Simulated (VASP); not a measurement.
A run of VASP 6.6.1 is set up as follows.

The input INCAR:

```
SYSTEM = LiAl32
PREC     = Accurate       ! precision mode
ENCUT    = 520            ! plane-wave cutoff, eV
EDIFF    = 1E-6           ! SCF threshold, eV
ISMEAR   = 0              ! smearing method
SIGMA    = 0.05           ! smearing width, eV
LREAL    = Auto         
LASPH    = .True.         ! aspherical terms in the spheres
NELM     = 100            ! most SCF steps
ALGO     = Normal         ! electronic algorithm
ISIF     = 2              ! what is computed and relaxed
LWAVE    = .False.        ! write WAVECAR
LCHARG   = .False.        ! write CHGCAR
GGA      = PE             ! functional
NBANDS   = 72             ! bands
```

Contents of KPOINTS:

```
Automatic mesh
0
Gamma
  3 3 3
  0 0 0
```

File POSCAR:

```
LiAl32
1.0
    8.1000000000      0.0000000000      0.0000000000
    0.0000000000      8.1000000000      0.0000000000
    0.0000000000      0.0000000000      8.1000000000
Al Li
32 1
Direct
    0.4982702469      0.0007785185     -0.0107165432
    0.7480255556      0.2509218519     -0.0016604938
    0.7050324691      0.0072218519      0.2476648148
    0.0018846914      0.0064464198     -0.0332900000
    0.2531065432      0.2526302469     -0.0031967901
    0.5012219753      0.5041964198     -0.0041290123
    0.7558008642      0.7550262963      0.0067275309
    0.2825171605      0.0062012346      0.2483555556
    0.4981295062      0.2610134568      0.2497092593
    0.7385608642      0.4952624691      0.2495912346
    0.4984597531      0.0009104938      0.5096549383
    0.7499322222      0.2486266667      0.4999014815
    0.7406367901      0.0009124691      0.7511018519
    0.0001288889      0.4950602469     -0.0124222222
    0.2460707407      0.7525540741      0.0036972840
    0.0013220988      0.2720582716      0.2484719753
    0.2621282716      0.4949693827      0.2497141975
    0.4984562963      0.7418575309      0.2495746914
    0.0025975309      0.0072827160      0.5433053086
    0.2516282716      0.2511000000      0.5018641975
    0.5013124691      0.5042582716      0.5029018519
    0.7585246914      0.7576625926      0.4911945679
    0.2602233333      0.0007809877      0.7513067901
    0.5011381481      0.2550837037      0.7487674074
    0.7471154321      0.5042904938      0.7486691358
    0.0023774074      0.6892319753      0.2476561728
    0.0002498765      0.4952423457      0.5113465432
    0.2436701235      0.7545224691      0.4945345679
    0.0001492593      0.2607565432      0.7513191358
    0.2540351852      0.5041358025      0.7487606173
    0.5012654321      0.7488593827      0.7487087654
    0.0002920988      0.7421918519      0.7511013580
   -0.0089013580     -0.0272640741      0.2572179012
```

Potentials or basis: VASP PAW PBE potentials, release 64 (Al, Li_sv).

Run with:

```console
$ cat potpaw_PBE.64/Al/POTCAR potpaw_PBE.64/Li_sv/POTCAR > POTCAR
$ mpirun -np 1 vasp_std > vasp.out
```

(1) Estimate the largest force.

(2) Estimate the band gap on the k mesh.

Results:

(1) 0.016 eV/Å.

(2) zero (an odd number of electrons rules out a gap without spin polarisation).
